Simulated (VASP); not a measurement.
Set up this calculation in VASP 6.6.1, as the native input.

```yaml
Task: density of states
Functional: PBE
Potentials_or_basis: VASP PAW PBE potentials, release 64 (Si, C)
Cutoff: 520 eV
k_mesh: 17 × 17 × 17
Occupations: fermi-dirac, width 0.05 eV
Spin: no spin polarisation
Dipole_correction: no
k_mesh_for_the_DOS: 26 × 26 × 26
Occupations_for_the_DOS: tetrahedron
Further_INCAR_settings: ALGO = Normal; EDIFF = 1e-06
```

SiC (rocksalt type):

```xyz
2
Lattice="0.0000 2.0281 2.0281 2.0281 0.0000 2.0281 2.0281 2.0281 0.0000" Properties=species:S:1:pos:R:3 pbc="T T T"
Si    0.0000    0.0000    0.0000
C     2.0281    2.0281    2.0281
```

The input as run:

POSCAR

```
SiC
1.0
    0.0000000000      2.0280690359      2.0280690359
    2.0280690359      0.0000000000      2.0280690359
    2.0280690359      2.0280690359      0.0000000000
Si C
1 1
Direct
    0.0000000000      0.0000000000      0.0000000000
    0.5000000000      0.5000000000      0.5000000000
```

INCAR.step1

```
PREC = Accurate
ENCUT = 520
EDIFF = 1E-6
ISMEAR = -1
SIGMA = 0.05
LREAL = F
LASPH = T
NELM = 80
ALGO = Normal
ISIF = 2
LWAVE = F
LCHARG = T
GGA = PE
NBANDS = 11
```

KPOINTS.step1

```
Automatic mesh
0
Gamma
  17 17 17
```

INCAR.step2

```
PREC = Accurate
ENCUT = 520
EDIFF = 1E-6
ISMEAR = -5
SIGMA = 0.05
LREAL = F
LASPH = T
NELM = 80
ALGO = Normal
ISIF = 2
LWAVE = F
LCHARG = F
GGA = PE
LORBIT = 11
NEDOS = 2001
ICHARG = 11
```

KPOINTS.step2

```
Automatic mesh
0
Gamma
  26 26 26
```

Potentials or basis: VASP PAW PBE potentials, release 64 (Si, C).

Launch:

```sh
$ cat potpaw_PBE.64/Si/POTCAR potpaw_PBE.64/C/POTCAR > POTCAR
$ cp INCAR.step1 INCAR
$ cp KPOINTS.step1 KPOINTS
$ mpirun -np 1 vasp_std > vasp.out
$ cp INCAR.step2 INCAR
$ cp KPOINTS.step2 KPOINTS
$ mpirun -np 1 vasp_std > vasp.out
```

It gave:

| Property | Result |
| --- | --- |
| Valence electrons inside the program's atomic spheres | Si 1.49; C 2.53 |

Wall time 24 s on 1 thread of Intel(R) Xeon(R) Platinum 8559C (Emerald Rapids), with other jobs on the host, peak memory 0.19 GiB.
